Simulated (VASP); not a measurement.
Set up this calculation in VASP 6.6.1, as the native input.

```yaml
Task: single point
Functional: PBE
Potentials_or_basis: VASP PAW PBE potentials, release 64 (Y_sv, Mn_pv)
Cutoff: 520 eV
k_mesh: 8 × 8 × 8
Occupations: gaussian, width 0.05 eV
Spin: collinear spin, ferromagnetic start
Starting_moments: "[0.0, 3.65, 3.65, 3.65] μB"
Dipole_correction: no
Further_INCAR_settings: ALGO = Normal; EDIFF = 1e-06; NBANDS = 37
```

The structure of YMn3 lies in POSCAR:

```
YMn3
1.0
    4.1069131494      0.0000000000      0.0000000000
    0.0000000000      4.1069131494      0.0000000000
    0.0000000000      0.0000000000      4.1069131494
Y Mn
1 3
Direct
    0.0000000000      0.0000000000      0.0000000000
    0.0000000000      0.5000000000      0.5000000000
    0.5000000000      0.5000000000      0.0000000000
    0.5000000000      0.0000000000      0.5000000000
```

These files were run (other wordings do the same):

INCAR

```
ALGO = Normal
EDIFF = 1E-6
ENCUT = 520
GGA = PE
ISIF = 2
ISMEAR = 0
ISPIN = 2
LASPH = T
LCHARG = F
LMAXMIX = 4
LORBIT = 11
LREAL = F
LWAVE = F
MAGMOM = 0 3.65 3.65 3.65
NBANDS = 37
NELM = 150
PREC = Accurate
SIGMA = 0.05
```

KPOINTS

```
k-points
0
Gamma
  8 8 8
```

Potentials or basis: VASP PAW PBE potentials, release 64 (Y_sv, Mn_pv).

Launch:

```console
$ cat potpaw_PBE.64/Y_sv/POTCAR potpaw_PBE.64/Mn_pv/POTCAR > POTCAR
$ mpirun -np 1 vasp_std > vasp.out
```

Results of the run:

- Pressure: -0.1 GPa
- Net moment: 9.86 μB per cell
- Site moments: Y -0.22; Mn +3.26 μB
- Valence electrons inside the program's atomic spheres: Y 9.99; Mn 11.54

Run time: 3.3 min on 1 thread of Intel(R) Xeon(R) Platinum 8488C (Sapphire Rapids), with other jobs on the host, peak memory 0.29 GiB.
